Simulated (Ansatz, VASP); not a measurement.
**Two plane-wave programs on BiTe**

```xyz
2
Lattice="0.0000 3.2072 3.2072 3.2072 0.0000 3.2072 3.2072 3.2072 0.0000" Properties=species:S:1:pos:R:3 pbc="T T T"
Bi    3.2072    3.2072    3.2072
Te    0.0000    0.0000    0.0000
```

Alike in both runs: task single point; functional PBE; dispersion D4; k mesh 6 × 6 × 6; occupations gaussian, width 0.05 eV; no spin polarisation.

|  | VASP | Ansatz |
| --- | --- | --- |
| version | VASP 6.6.1 | Ansatz 0.2.0 |
| potentials or method | VASP PAW PBE potentials, release 64 (Bi_d, Te), cutoff 520 eV | scalar-relativistic, plane waves, PAW |
| valence electrons in the cell | 21 | 31 |

|  | VASP | Ansatz | Ansatz less VASP |
| --- | --- | --- | --- |
| gap on the k mesh at the Fermi level (eV) | none | none | - |
| pressure (GPa) | -0.1 | 0.0 | +0.05 |

A gap of «none» marks a metal or a gap that the smearing closes. VASP's potentials hold 21 valence electrons a cell and Ansatz's 31, so a difference there can come from the potentials and not from the codes.

Neither program's run includes spin-orbit coupling.
